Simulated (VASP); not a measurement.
A run of VASP 6.6.1 is set up as follows.

INCAR

```
SYSTEM = Ta
PREC = Accurate ; ENCUT = 520
EDIFF = 1E-6 ; ISMEAR = 1
SIGMA = 0.15 ; LREAL = .FALSE.
LASPH = .TRUE. ; NELM = 80
ALGO = Normal ; ISIF = 2
LWAVE = .FALSE. ; LCHARG = .FALSE.
GGA = PS ; IVDW = 12
NBANDS = 30
```

File KPOINTS:

```
Automatic mesh
0
G
  1 1 10
  0 0 0
```

File POSCAR:

```
Ta
1.0
   22.7091107600      0.0000000000      0.0000000000
    0.0000000000     22.7091107600      0.0000000000
    0.0000000000      0.0000000000      2.3772801000
Ta
4
Direct
    0.3186285300      0.8186285300      0.0000000000
    0.6813714700      0.1813714700      0.0000000000
    0.1813714700      0.3186285300      0.0000000000
    0.8186285300      0.6813714700      0.0000000000
```

Potentials or basis: VASP PAW PBE potentials, release 64 (Ta_pv).

Launch:

```console
$ cat potpaw_PBE.64/Ta_pv/POTCAR > POTCAR
$ mpirun -np 1 vasp_std > vasp.out
```

(1) What does it give for the dispersion energy per atom?

(2) Estimate the band gap on the k mesh.

## Answers

(1) -0.062 eV.

(2) zero (bands 22 and 23 overlap by 2.47 eV).

Caveat: spin-orbit coupling is left out, which moves the levels of the heavy elements.
